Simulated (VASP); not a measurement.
The system is MnO.

```
CELL_PARAMETERS angstrom
3.37170 0.00000 0.00000
-1.68585 2.91998 0.00000
0.00000 0.00000 5.38550
ATOMIC_POSITIONS crystal
Mn 0.33333 0.66667 0.01096
Mn 0.66667 0.33333 0.51096
O 0.33333 0.66667 0.37547
O 0.66667 0.33333 0.87547
```

Base run:

| Property | Result |
| --- | --- |
| Program | VASP 6.6.1 |
| Functional | BLYP |
| Potentials or basis | VASP PAW PBE potentials, release 64 (Mn_pv, O) |
| Cutoff | 520 eV |
| k mesh | 6 × 6 × 4 |
| Occupations | gaussian, width 0.15 eV |
| Spin | collinear spin, antiferromagnetic start |
| Starting moments | [4.0, -4.0, 0.0, 0.0] μB |

Its results: band gap on the k mesh 0.05 eV (least direct gap 0.13 eV); pressure 3.6 GPa; net moment 0.00 μB per cell; site moments Mn +4.19, -4.19; O -0.09, +0.09 μB; largest force 0.090 eV/Å.

Problem. The run is repeated on the same cell with these changes: functional from BLYP to LDA; potentials or basis from VASP PAW PBE potentials, release 64 (Mn_pv, O) to VASP PAW LDA potentials, release 64 (Mn_pv, O). What comes out?

Solution. Band gap on the k mesh zero (filled and empty bands overlap); pressure -11.5 GPa; net moment 0.00 μB per cell; site moments Mn +4.12, -4.12; O -0.08, +0.08 μB; largest force 0.102 eV/Å.

Caveats: the cell stands under pressure (at least some runs); the smearing spreads over this small gap (at least some runs); semilocal functionals underestimate gaps, and a narrow one can read as zero (at least some runs); the PAW data sets were made with another functional, which shifts forces and pressure a little (at least some runs); the cell stands under tension (at least some runs); semilocal functionals often make such compounds metallic where correlation or magnetic order opens a gap, which also shifts bond lengths (at least some runs).

A k mesh can miss the band edges.
